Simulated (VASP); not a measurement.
# ScF3 (P4/mmm) in VASP: notebook, part 2 of 2

VASP 6.6.1. Earlier steps stand in the parts before.

## Step 3: Single point, LDA (strain +0.000 along x and y, -0.040 along z)

INCAR reads:

```
PREC     = Accurate       # precision mode
ENCUT    = 520            # plane-wave cutoff, eV
EDIFF    = 1E-6           # SCF threshold, eV
ISMEAR   = 0              # smearing method
SIGMA    = 0.05           # smearing width, eV
LREAL    = False          # projectors in reciprocal space
LASPH    = True           # aspherical terms in the spheres
NELM     = 80             # most SCF steps
ALGO     = Normal         # electronic algorithm
ISIF     = 2              # what is computed and relaxed
LWAVE    = False          # write WAVECAR
LCHARG   = False          # write CHGCAR
NBANDS   = 24             # bands
```

KPOINTS reads:

```
regular mesh
0
Gamma
  6 6 6
```

POSCAR reads:

```
ScF3
1.0
    4.0124500000      0.0000000000      0.0000000000
    0.0000000000      4.0124500000      0.0000000000
    0.0000000000      0.0000000000      3.8519520000
Sc F
1 3
Direct
    0.0000000000      0.0000000000      0.0000000000
    0.5000000000      0.0000000000      0.0000000000
    0.0000000000      0.5000000000      0.0000000000
    0.0000000000      0.0000000000      0.5000000000
```

Potentials or basis: VASP PAW LDA potentials, release 64 (Sc_sv, F).

Command:

```
> cat potpaw_LDA.64/Sc_sv/POTCAR potpaw_LDA.64/F/POTCAR > POTCAR
> mpirun -np 1 vasp_std > vasp.out
```

OUTCAR:

```text
PREC = Accurate
   ENCUT = 520
   EDIFF = 1E-6
   ISMEAR = 0
   LREAL = False
   LASPH = True
   NELM = 80
   ISIF = 2

 ion  position               nearest neighbor table
   1  0.000  0.000  0.000-   4 1.93   4 1.93   2 2.01   3 2.01   3 2.01   2 2.01
   2  0.500  0.000  0.000-   1 2.01   1 2.01
   3  0.000  0.500  0.000-   1 2.01   1 2.01
   4  0.000  0.000  0.500-   1 1.93   1 1.93

  LATTYP: Found a simple tetragonal cell.
 ALAT       =     4.0124500000
 C/A-ratio  =     0.9600000000

  Lattice vectors:

 A1 = (   4.0124500000,   0.0000000000,   0.0000000000)
 A2 = (   0.0000000000,   4.0124500000,   0.0000000000)
 A3 = (   0.0000000000,   0.0000000000,   3.8519520000)

Analysis of symmetry for initial positions (statically):
=====================================================================
 Subroutine PRICEL returns:
 Original cell was already a primitive cell.

 Routine SETGRP: Setting up the symmetry group for a
 simple tetragonal supercell.

 Subroutine GETGRP returns: Found 16 space group operations
 (whereof 16 operations were pure point group operations)
 out of a pool of 16 trial point group operations.

The static configuration has the point symmetry D_4h.

Analysis of symmetry for dynamics (positions and initial velocities):
=====================================================================
 Subroutine PRICEL returns:
 Original cell was already a primitive cell.

 Routine SETGRP: Setting up the symmetry group for a
 simple tetragonal supercell.

 Subroutine GETGRP returns: Found 16 space group operations
 (whereof 16 operations were pure point group operations)
 out of a pool of 16 trial point group operations.

The dynamic configuration has the point symmetry D_4h.

 Subroutine INISYM returns: Found 16 space group operations
 (whereof 16 operations are pure point group operations),
 and found     1 'primitive' translations

----------------------------------------------------------------------------------------

                                     Primitive cell

  volume of cell :      62.0155

  direct lattice vectors                    reciprocal lattice vectors
     4.012450000  0.000000000  0.000000000     0.249224289  0.000000000  0.000000000
     0.000000000  4.012450000  0.000000000     0.000000000  0.249224289  0.000000000
     0.000000000  0.000000000  3.851952000     0.000000000  0.000000000  0.259608635

  length of vectors
     4.012450000  4.012450000  3.851952000     0.249224289  0.249224289  0.259608635

  position of ions in fractional coordinates (direct lattice)
     0.000000000  0.000000000  0.000000000
     0.500000000  0.000000000  0.000000000
     0.000000000  0.500000000  0.000000000
     0.000000000  0.000000000  0.500000000

  ion indices of the primitive-cell ions
   primitive index   ion index
                 1           1
                 2           2
                 3           3
                 4           4

----------------------------------------------------------------------------------------

 KPOINTS: regular mesh

Automatic generation of k-mesh.
 Grid dimensions read from file:
 generate k-points for:    6    6    6

 Generating k-lattice:

  Cartesian coordinates                     Fractional coordinates (reciprocal lattice)
     0.041537382  0.000000000  0.000000000     0.166666667  0.000000000  0.000000000
     0.000000000  0.041537382  0.000000000     0.000000000  0.166666667  0.000000000
     0.000000000  0.000000000  0.043268106     0.000000000  0.000000000  0.166666667

  Length of vectors
     0.041537382  0.041537382  0.043268106

  Shift w.r.t. Gamma in fractional coordinates (k-lattice)
     0.000000000  0.000000000  0.000000000

 Subroutine IBZKPT returns following result:
 ===========================================

 Found     40 irreducible k-points:

 Following reciprocal coordinates:
            Coordinates               Weight
  0.000000  0.000000  0.000000      1.000000
  0.166667  0.000000  0.000000      4.000000
  0.333333  0.000000  0.000000      4.000000
  0.500000  0.000000  0.000000      2.000000
  0.166667  0.166667  0.000000      4.000000
  0.333333  0.166667  0.000000      8.000000
[... 16 lines left out ...]
  0.333333  0.000000  0.333333      8.000000
  0.500000  0.000000  0.333333      4.000000
 [... further k-points ...]
   k-points           NKPTS =     40   k-points in BZ     NKDIM =     40   number of bands    NBANDS=     24
   number of dos      NEDOS =    301   number of ions     NIONS =      4
   total plane-waves  NPLWV =  27000
   dimension x,y,z NGX =    30 NGY =   30 NGZ =   30
   dimension x,y,z NGXF=    60 NGYF=   60 NGZF=   60
   ions per type =               1   3
   NGX,Y,Z   is equivalent  to a cutoff of  12.43, 12.43, 12.95 a.u.
   NGXF,Y,Z  is equivalent  to a cutoff of  24.86, 24.86, 25.90 a.u.
 SYSTEM =  unknown system
   PREC   = accura    normal or accurate (medium, high low for compatibility)
   ISTART =      0    job   : 0-new  1-cont  2-samecut
   ICHARG =      2    charge: 1-file 2-atom 10-const
   ISPIN  =      1    spin polarized calculation?
   LNONCOLLINEAR =      F non collinear calculations
   LSORBIT =      F    spin-orbit coupling
   LASPH  =      T    aspherical Exc in radial PAW
   ENCUT  =  520.0 eV  38.22 Ry    6.18 a.u.   7.46  7.46  7.16*2*pi/ulx,y,z
   NELM   =     80;   NELMIN=  2; NELMDL= -5     # of ELM steps
   EDIFF  = 0.1E-05   stopping-criterion for ELM
   LREAL  =      F    real-space projection
   EDIFFG = 0.1E-04   stopping-criterion for IOM
   NSW    =      0    number of steps for IOM
   IBRION =     -1    ionic relax: 0-MD 1-quasi-New 2-CG
   NFREE  =      0    steps in history (QN), initial steepest desc. (CG)
   ISIF   =      2    stress and relaxation
   ISYM   =      2    0-nonsym 1-usesym 2-fastsym
   POTIM  = 0.5000    time-step for ionic-motion
   TEBEG  =    0.0;   TEEND  =   0.0 temperature during run
   PSTRESS=    0.0 pullay stress
   NELECT =      32.0000    total number of electrons
   NUPDOWN=      -1.0000    fix difference up-down
   EMIN   =  10.00;   EMAX   =-10.00  energy-range for DOS
   EFERMI =   0.00;   METHOD = LEGACY
   ISMEAR =     0;   SIGMA  =   0.05  broadening in eV -4-tet -1-fermi 0-gaus
   EFERMI_NEDOS =   21; number of points for ismear=-14 and -15
   IALGO  =     38    algorithm
   IMIX   =      4    mixing-type and parameters
     AMIX     =   0.40;   BMIX     =  1.00
     AMIX_MAG =   1.60;   BMIX_MAG =  1.00
  volume/ion in A,a.u.               =      15.50       104.63
  Fermi-wavevector in a.u.,A,eV,Ry     =   1.313081  2.481363 23.458909  1.724181
  Thomas-Fermi vector in A             =   2.443428
   LORBIT       =      0    0 simple, 1 ext, 2 COOP (PROOUT), +10 PAW based schemes
   GGA     = CA    functional components
   LHFCALC =     F    Hartree Fock is set to
   AEXX    =    0.0000 exact exchange contribution
   IVDW    =     0    specifies the selected vdW correction
   LEPSILON=     F    determine dielectric tensor
   LRPA    =     F    only Hartree local field effects (RPA)
 non-spin polarized calculation
 Gauss-broadening in eV      SIGMA  =   0.05
  energy-cutoff  :      520.00
  volume of cell :       62.02
 maximum number of plane-waves:      1684
 NGX is ok and might be reduce to    30
   NGX = 15   NGY = 15   NGZ = 15

 number of electron      31.9999981 magnetization

 Free energy of the ion-electron system (eV)
  ---------------------------------------------------
  ext. energy  EPLUGINS =         0.00000000
  ---------------------------------------------------
  free energy    TOTEN  =       -29.51542895 eV

  energy without entropy =      -29.51542895  energy(sigma->0) =      -29.51542895

 E-fermi :  -3.2875     XC(G=0):  -9.0564

 val. band max:       -3.5455195783   @ k =   0.5000   0.5000   0.5000
 cond. band min:       2.7056860122   @ k =   0.0000   0.0000   0.0000
 fundamental gap:      6.2512055904
 Fermi energy:        -3.2875292689

 k-point     1 :       0.0000    0.0000    0.0000
  band No.  band energies     occupation
      1     -48.6790      2.00000
      2     -27.8534      2.00000
      3     -27.7161      2.00000
      4     -27.7161      2.00000
      5     -23.6860      2.00000
      6     -23.0791      2.00000
[... 16 lines left out ...]
     23      12.2796      0.00000
     24      12.4379      0.00000
[... 598 lines left out ...]
      2     -28.4354      2.00000
      3     -28.1623      2.00000
      4     -27.7049      2.00000
      5     -23.0064      2.00000
      6     -22.5382      2.00000
[... 16 lines left out ...]
     23       8.7110      0.00000
     24      10.6486      0.00000

 [... further k-points ...]
[... 5 lines left out ...]
  --------------------------------------------------------------------------------------
  -------------------------------------------------------------------------------------
  Total       -0.5975175     -0.5975175      4.0791027      0.0000000      0.0000000      0.0000000
  in kB      -15.4369347    -15.4369347    105.3841003      0.0000000      0.0000000      0.0000000
  external PRESSURE =      24.8367437 kB  Pullay stress =       0.0000000 kB

 VOLUME and BASIS-vectors are now :
 -----------------------------------------------------------------------------
  energy-cutoff  :      520.00
  volume of cell :       62.02
      direct lattice vectors                 reciprocal lattice vectors
     4.012450000  0.000000000  0.000000000     0.249224289  0.000000000  0.000000000
     0.000000000  4.012450000  0.000000000     0.000000000  0.249224289  0.000000000
     0.000000000  0.000000000  3.851952000     0.000000000  0.000000000  0.259608635

 POSITION                                       TOTAL-FORCE (eV/Angst)
 -----------------------------------------------------------------------------------
      0.00000      0.00000      0.00000         0.000000      0.000000      0.000000
      2.00623      0.00000      0.00000         0.000000      0.000000      0.000000
      0.00000      2.00623      0.00000         0.000000      0.000000      0.000000
      0.00000      0.00000      1.92598         0.000000      0.000000      0.000000
 -----------------------------------------------------------------------------------
    total drift:                                0.000000      0.000000      0.000000

  FREE ENERGIE OF THE ION-ELECTRON SYSTEM (eV)
  ---------------------------------------------------
  free  energy   TOTEN  =       -29.5154289549 eV

  energy  without entropy=      -29.5154289549  energy(sigma->0) =      -29.51542895
```

Wall time 44 s (1 thread of Intel Xeon Platinum 8259CL at 2.50GHz (Skylake/Cascade Lake), shared host); peak memory 0.18 GiB.

What came out:

```yaml
Free_energy: -29.5154 eV
Pressure: 2.5 GPa
Band_gap_on_the_k_mesh: 6.25 eV, indirect (least direct gap 6.80 eV)
```

Levels at points of the mesh, in eV from the valence-band top:
| k point | band 12 | band 13 | band 14 | band 15 | band 16 | band 17 | band 18 | band 19 | band 20 | band 21 |
| --- | --- | --- | --- | --- | --- | --- | --- | --- | --- | --- |
| (0.00, 0.00, 0.00) | -0.92 | -0.63 | -0.58 | -0.55 | -0.55 | 6.25 | 6.25 | 6.27 | 7.52 | 8.07 |
| (0.50, 0.00, 0.00) | -1.18 | -1.16 | -0.87 | -0.84 | -0.59 | 6.29 | 7.18 | 7.20 | 8.26 | 9.50 |
| (0.50, 0.50, 0.00) | -1.51 | -1.51 | -1.14 | -1.14 | -0.01 | 7.21 | 7.21 | 7.89 | 9.17 | 10.89 |
| (0.00, 0.00, 0.50) | -1.51 | -1.32 | -0.75 | -0.54 | -0.54 | 6.33 | 7.42 | 7.42 | 8.11 | 9.48 |
| (0.50, 0.00, 0.50) | -1.28 | -1.15 | -1.01 | -0.96 | -0.18 | 7.25 | 7.46 | 8.07 | 8.82 | 11.31 |
| (0.50, 0.50, 0.50) | -2.78 | -2.30 | -0.17 | -0.17 | 0.00 | 7.96 | 8.12 | 8.12 | 10.90 | 11.46 |

Caveat: the cell differs from its parent crystal (strain +0.000 along x and y, -0.040 along z).
